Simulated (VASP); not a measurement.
# MgO: single point with r2SCAN

MgO:

```
Mg O
1.0
     0.26375    2.24191    2.24191
     2.24191    0.26375    2.24191
     2.24191    2.24191    0.26375
Mg O
1 1
Direct
  0.00000 0.00000 0.00000
  0.50000 0.50000 0.50000
```

This cell differs from its parent crystal: ratio of the length along [111] to the lengths across it x 1.2, volume and fractional coordinates fixed.

```
Program                : VASP 6.6.1
Task                   : single point
Functional             : r2SCAN
Potentials or basis    : VASP PAW PBE potentials, release 64 (Mg_sv, O)
Cutoff                 : 920 eV
k mesh                 : 10 × 10 × 10
Occupations            : gaussian, width 0.05 eV
Spin                   : no spin polarisation
Dipole correction      : no
Further INCAR settings : ALGO = Normal; EDIFF = 1e-06; NBANDS = 15
```

| Property | Result |
| --- | --- |
| Pressure | 1.4 GPa |
| Band gap on the k mesh | 4.27 eV |

Stress tensor (GPa, compression positive):
```
  1.36 -23.78 -23.78
-23.78   1.36 -23.78
-23.78 -23.78   1.36
```

Levels at points of the mesh, in eV from the valence-band top:
```tsv
k point	band 6	band 7	band 8	band 9	band 10	band 11
(0.00, 0.00, 0.00)	-1.70	0.00	0.00	4.27	13.97	18.02
(0.50, 0.00, 0.00)	-5.04	-2.02	-0.89	7.31	13.21	15.65
(0.50, 0.50, 0.00)	-4.70	-2.64	-1.19	8.32	11.65	12.80
(0.50, 0.50, 0.50)	-5.96	-0.39	-0.39	9.67	10.95	19.72
```

Run time: 5 min on 1 thread of AMD EPYC 7R43 64-Core Processor (Zen 3), on a shared host, peak memory 0.2 GiB.

Caveat: the PAW data sets were made with another functional, which shifts forces and pressure a little.
